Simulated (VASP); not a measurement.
Write the native input for VASP 6.6.1 that does the following.

```
Task                   : single point
Functional             : PBEsol
Potentials or basis    : VASP PAW PBE potentials, release 64 (Ti_sv)
Cutoff                 : 520 eV
k mesh                 : 7 × 7 × 9
Occupations            : fermi-dirac, width 0.05 eV
Spin                   : no spin polarisation
Dipole correction      : no
Further INCAR settings : ALGO = Normal; EDIFF = 1e-06; NBANDS = 25
```

The structure of Ti lies in POSCAR:

```
Ti
1.0
    4.5158979536      0.0000000000      0.0000000000
   -2.2579489768      3.9108823487      0.0000000000
    0.0000000000      0.0000000000      2.7976180335
Ti
3
Direct
    0.6666666667      0.3333333333      0.5000000000
    0.3333333333      0.6666666667      0.5000000000
    0.0000000000      0.0000000000      0.0000000000
```

The input as run:

INCAR

```
PREC = Accurate
ENCUT = 520
EDIFF = 1E-6
ISMEAR = -1
SIGMA = 0.05
LREAL = F
LASPH = T
NELM = 60
ALGO = Normal
ISIF = 2
LWAVE = F
LCHARG = F
GGA = PS
NBANDS = 25
```

KPOINTS

```
Automatic mesh
0
Gamma
  7 7 9
```

Potentials or basis: VASP PAW PBE potentials, release 64 (Ti_sv).

Command:

```bash
$ cat potpaw_PBE.64/Ti_sv/POTCAR > POTCAR
$ mpirun -np 1 vasp_std > vasp.out
```

Results of the run:

| Quantity | Value |
| --- | --- |
| Pressure | -0.2 GPa |
| Band gap on the k mesh | zero (band 18 reaches 8.86 eV, above the bottom of band 19 at 8.57 eV) |

Caveat: the PAW data sets were made with another functional, which shifts forces and pressure a little.

Wall time 24 s on 1 thread of Intel(R) Xeon(R) 6975P-C (Granite Rapids), with other jobs on the host, peak memory 0.19 GiB.
